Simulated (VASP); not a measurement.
A run of VASP 6.6.1:

Contents of POSCAR:

```
Sb
1.0
    2.1719791506      1.2539927473      3.9085416670
   -2.1719791506      1.2539927473      3.9085416670
    0.0000000000     -2.5079854945      3.9085416670
Sb
2
Direct
    0.2307637824      0.2307637824      0.2307637824
    0.7692362176      0.7692362176      0.7692362176
```

INCAR.step1

```
PREC     = Accurate       # precision mode
ENCUT    = 520            # plane-wave cutoff, eV
ISMEAR   = 0              # smearing method
SIGMA    = 0.05           # smearing width, eV
LREAL    = False          # projectors in reciprocal space
LASPH    = True           # aspherical terms in the spheres
NELM     = 60             # most SCF steps
NBANDS   = 12             # bands
GGA      = PE             # functional
ALGO     = Normal         # electronic algorithm
EDIFF    = 1E-4           # SCF threshold, eV
LWAVE    = True           # write WAVECAR
LCHARG   = False          # write CHGCAR
```

The input INCAR.step2:

```
PREC     = Accurate       # precision mode
ENCUT    = 520            # plane-wave cutoff, eV
EDIFF    = 1E-6           # SCF threshold, eV
ISMEAR   = 0              # smearing method
SIGMA    = 0.05           # smearing width, eV
LREAL    = False          # projectors in reciprocal space
LASPH    = True           # aspherical terms in the spheres
NELM     = 60             # most SCF steps
ALGO     = Normal         # electronic algorithm
ISIF     = 2              # what is computed and relaxed
LWAVE    = False          # write WAVECAR
LCHARG   = True           # write CHGCAR
METAGGA  = R2SCAN         # meta-GGA
LMIXTAU  = True         
LELF     = True           # ELF
LVHAR    = True         
NBANDS   = 12             # bands
ISTART   = 1
```

KPOINTS

```
Automatic mesh
0
Gamma
  12 12 12
```

Potentials or basis: VASP PAW PBE potentials, release 64 (Sb).

Run with:

```bash
$ cat potpaw_PBE.64/Sb/POTCAR > POTCAR
$ cp INCAR.step1 INCAR
$ mpirun -np 1 vasp_std > vasp.out
$ cp INCAR.step2 INCAR
$ mpirun -np 1 vasp_std > vasp.out
```

Hardware: 1 thread of Intel(R) Xeon(R) 6975P-C (Granite Rapids), on a shared host.

Problem. Estimate the wall time of this run.

Solution. Run time: 3.3 min on 1 thread of Intel(R) Xeon(R) 6975P-C (Granite Rapids) (shared host), peak memory 0.29 GiB. Counts: k points 189.
